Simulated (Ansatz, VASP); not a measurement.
# HfB2: VASP beside Ansatz

File INCAR:

```
SYSTEM = HfB2
PREC     = Accurate       ! precision mode
ENCUT    = 520            ! plane-wave cutoff, eV
EDIFF    = 1E-8           ! SCF threshold, eV
ISMEAR   = -1             ! smearing method
SIGMA    = 0.05           ! smearing width, eV
LREAL    = .False.        ! projectors in reciprocal space
LASPH    = .True.         ! aspherical terms in the spheres
NELM     = 80             ! most SCF steps
ALGO     = Normal         ! electronic algorithm
ISIF     = 2              ! what is computed and relaxed
LWAVE    = .False.        ! write WAVECAR
LCHARG   = .False.        ! write CHGCAR
GGA      = PS             ! functional
LEFG     = .True.       
NBANDS   = 15             ! bands
```

File KPOINTS:

```
regular mesh
0
Gamma
  13 13 11
  0 0 0
```

POSCAR

```
HfB2
1.0
    3.1400001005      0.0000000000      0.0000000000
   -1.5700000503      2.7193198549      0.0000000000
    0.0000000000      0.0000000000      3.4104000000
Hf B
1 2
Direct
    0.0000000000      0.0000000000      0.0000000000
    0.3333333333      0.6666666667      0.5000000000
    0.6666666667      0.3333333333      0.5000000000
```

Input for Ansatz:

```yaml
crystal:
  lattice:
    - [3.1400001005, 0.0, 0.0]
    - [-1.5700000503, 2.7193198549, 0.0]
    - [0.0, 0.0, 3.4104]
  atoms:
    - { symbol: Hf, position: [0.0, 0.0, 0.0] }
    - { symbol: B, position: [0.3333333333, 0.6666666667, 0.5] }
    - { symbol: B, position: [0.6666666667, 0.3333333333, 0.5] }
kpoints:
  mp_grid: { grid: [13, 13, 11] }
scf:
  occupations: { method: fermi_dirac, width: 0.05 }
hamiltonian:
  xc: pbesol
  pseudopotentials: { kind: paw }
output:
  forces: true
  stress: true
  eigenvalues: true
  efg: { contact_densities: true }
  write_density: true
  write_potential: true
  elf: true
  volumetric_format: npy
```

Change from the starting cell: zz strain of -2 %, PAW files.

Alike in both runs: task electric field gradients; functional PBEsol; k mesh 13 × 13 × 11; occupations fermi-dirac, width 0.05 eV; no spin polarisation.

|  | VASP | Ansatz |
| --- | --- | --- |
| version | VASP 6.6.1 | Ansatz 0.2.0 |
| potentials or method | VASP PAW PBE potentials, release 64 (Hf_pv, B) | PAW with Ansatz's default frozen-core files, scalar-relativistic |
| plane-wave cutoff (eV) | 520 | 420 |
| valence electrons in the cell | 16 | 32 |

```tsv
	VASP	Ansatz	Ansatz less VASP
pressure (GPa)	0.4	0.4	0.00
traceless stress, the component that is largest in VASP (GPa)	3.80	3.54	-0.261
size of Vzz on the site where it differs most (V/Å²)	73.9	99.5	+25.59
```

VASP's potentials were made for PBE, not for PBEsol. With one functional, cell and mesh, what is left measures potentials, basis and numerics. VASP's potentials hold 16 valence electrons a cell and Ansatz's 32, so a difference there can come from the potentials and not from the codes.

Spin-orbit coupling is off throughout.
